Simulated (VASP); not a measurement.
A run of VASP 6.6.1 is set up as follows.

File INCAR:

```
SYSTEM = BaTe
  ALGO = Normal
  EDIFF = 1E-7
  EDIFFG = -0.01
  ENCUT = 600
  GGA = PE
  IBRION = 2
  ISIF = 4
  ISMEAR = 0
  LASPH = .TRUE.
  LCHARG = .FALSE.
  LREAL = .FALSE.
  LWAVE = .FALSE.
  NELM = 60
  NSW = 50
  PREC = Accurate
  SIGMA = 0.02
```

The input KPOINTS:

```
k-points
0
G
  6 6 4
  0 0 0
```

POSCAR

```
BaTe
1.0
    5.0643472287      0.0000000000      0.0000000000
   -2.5321736143      4.3858533537      0.0000000000
    0.0000000000      0.0000000000      8.8378283218
Ba Te
2 2
Direct
    0.0000000000      0.0000000000      0.0000000000
    0.0000000000      0.0000000000      0.5000000000
    0.3333333333      0.6666666667      0.7500000000
    0.6666666667      0.3333333333      0.2500000000
```

Potentials or basis: VASP PAW PBE potentials, release 64 (Ba_sv, Te).

The run is started by

```console
$ cat potpaw_PBE.64/Ba_sv/POTCAR potpaw_PBE.64/Te/POTCAR > POTCAR
$ mpirun -np 1 vasp_std > vasp.out
```

**Question.** Estimate the band gap on the k mesh.

**Answer.** 1.80 eV (least direct gap 1.85 eV).

Final structure:
```
Ba Te
1.0
     5.06678    0.00000    0.00000
    -2.53339    4.38796    0.00000
     0.00000    0.00000    8.82934
Ba Te
2 2
Direct
  0.00000 0.00000 0.00000
  0.00000 0.00000 0.50000
  0.33333 0.66667 0.75000
  0.66667 0.33333 0.25000
```

Caveat: spin-orbit coupling is left out, which moves the levels of the heavy elements. A k mesh can miss the band edges.
